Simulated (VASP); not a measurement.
**NaF: single point with PBEsol**

Crystal: NaF.

```
Na F
1.0
     0.00000    2.28589    2.28589
     2.28589    0.00000    2.28589
     2.28589    2.28589    0.00000
Na F
1 1
Direct
  0.00000 0.00000 0.00000
  0.50000 0.50000 0.50000
```

```yaml
Program: VASP 6.6.1
Task: single point
Functional: PBEsol
Potentials_or_basis: VASP PAW PBE potentials, release 64 (Na_pv, F)
Cutoff: 600 eV
k_mesh: 8 × 8 × 8
Occupations: gaussian, width 0.01 eV
Spin: collinear spin, zero start
Starting_moments: "[0.0, 0.0] μB"
Dipole_correction: no
Further_INCAR_settings: ALGO = Normal; EDIFF = 1e-06; NBANDS = 18
```

The pressure is 1.9 GPa, the band gap on the k mesh is 6.38 eV and the net moment is 0.00 μB per cell. The valence electrons inside the program's atomic spheres are Na 6.06; F 6.10.

Levels at points of the mesh, in eV from the valence-band top:
Spin up:
```tsv
k point	band 3	band 4	band 5	band 6	band 7	band 8	band 9	band 10	band 11	band 12
(0.00, 0.00, 0.00)	-18.65	-18.65	0.00	0.00	0.00	6.38	19.13	19.13	19.13	21.90
(0.50, 0.00, 0.00)	-18.66	-17.90	-1.71	-0.28	-0.28	10.85	12.68	20.42	20.42	23.29
(0.50, 0.50, 0.00)	-18.71	-18.71	-1.36	-0.43	-0.43	13.23	13.31	13.93	20.17	20.17
```
Spin down:
```tsv
k point	band 5	band 6	band 7	band 8	band 9	band 10
(0.00, 0.00, 0.00)	0.00	0.00	0.00	6.38	19.13	19.13
(0.50, 0.00, 0.00)	-1.71	-0.28	-0.28	10.85	12.68	20.42
(0.50, 0.50, 0.00)	-1.36	-0.43	-0.43	13.23	13.31	13.93
```

Run time: 16 s on 1 thread of AMD EPYC 9R45 96-Core Processor (Zen 5), with other jobs on the host, peak memory 0.14 GiB.

Caveat: the PAW data sets were made with another functional, which shifts forces and pressure a little.
